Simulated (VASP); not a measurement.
Here is a VASP 6.6.1 calculation.

File INCAR:

```
SYSTEM = SiC3
PREC     = Accurate       ! precision mode
ENCUT    = 520            ! plane-wave cutoff, eV
EDIFF    = 1E-7           ! SCF threshold, eV
ISMEAR   = 0              ! smearing method
SIGMA    = 0.1            ! smearing width, eV
LREAL    = .False.        ! projectors in reciprocal space
LASPH    = .True.         ! aspherical terms in the spheres
NELM     = 150            ! most SCF steps
ALGO     = Normal         ! electronic algorithm
ISIF     = 2              ! what is computed and relaxed
LWAVE    = .False.        ! write WAVECAR
LCHARG   = .True.         ! write CHGCAR
ISPIN    = 2              ! spin polarisation
MAGMOM   = 0 1 1 1        ! initial moments
LORBIT   = 11             ! projections on sites
GGA      = PE             ! functional
LELF     = .True.         ! ELF
LVHAR    = .True.       
NBANDS   = 20             ! bands
```

Contents of KPOINTS:

```
Automatic mesh
0
Gamma
  6 6 6
  0 0 0
```

The input POSCAR:

```
SiC3
1.0
    3.2123187759      0.0000000000      0.0000000000
    0.0000000000      3.2123187759      0.0000000000
    0.0000000000      0.0000000000      3.2123187759
Si C
1 3
Direct
    0.0000000000      0.0000000000      0.0000000000
    0.5000000000      0.0000000000      0.5000000000
    0.0000000000      0.5000000000      0.5000000000
    0.5000000000      0.5000000000      0.0000000000
```

Potentials or basis: VASP PAW PBE potentials, release 64 (Si, C).

The run is started by

```bash
$ cat potpaw_PBE.64/Si/POTCAR potpaw_PBE.64/C/POTCAR > POTCAR
$ mpirun -np 1 vasp_std > vasp.out
```

**Question.** Estimate the pressure.

**Answer.** 0.3 GPa.

**Question.** Estimate the net moment.

**Answer.** 0.00 μB per cell.
